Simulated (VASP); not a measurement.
Sn:

```
Sn
1.0
     0.00000    3.23334    3.23334
     3.23334    0.00000    3.23334
     3.23334    3.23334    0.00000
Sn
2
Direct
  0.75000 0.75000 0.75000
  0.50000 0.50000 0.50000
```

* Program: VASP 6.6.1
* Task: relaxation of cell and atoms
* Functional: PBE
* Potentials or basis: VASP PAW PBE potentials, release 64 (Sn_d)
* Cutoff: 600 eV
* k mesh: 5 × 5 × 5
* Occupations: fermi-dirac, width 0.05 eV
* Spin: non-collinear spin, zero start, spin-orbit coupling
* Starting moments: [[0.0, 0.0, 0.0], [0.0, 0.0, 0.0]] μB

At the start: pressure 4.0 GPa; volume 33.80 Å³/atom.

Problem. How do energy, volume and symmetry change on relaxing?

Solution. Over 3 steps the energy falls by 35.7 meV/atom and the volume is 36.99 Å³/atom (+9.4 %); space group Fd-3m (No. 227, to 0.05 Å); moment 0.00 μB per cell.

Step by step:
```tsv
step	energy change (eV)	largest force (eV/Å)	pressure (GPa)	volume (Å³)
1	0.0000	0.0000	3.96	67.61
2	-0.0655	0.0000	-0.84	76.10
3	-0.0713	0.0000	0.01	73.98
```

Final structure:
```
Sn
1.0
     0.00000    3.33198    3.33198
     3.33198    0.00000    3.33198
     3.33198    3.33198    0.00000
Sn
2
Cartesian
  4.9980 4.9980 4.9980
  3.3320 3.3320 3.3320
```
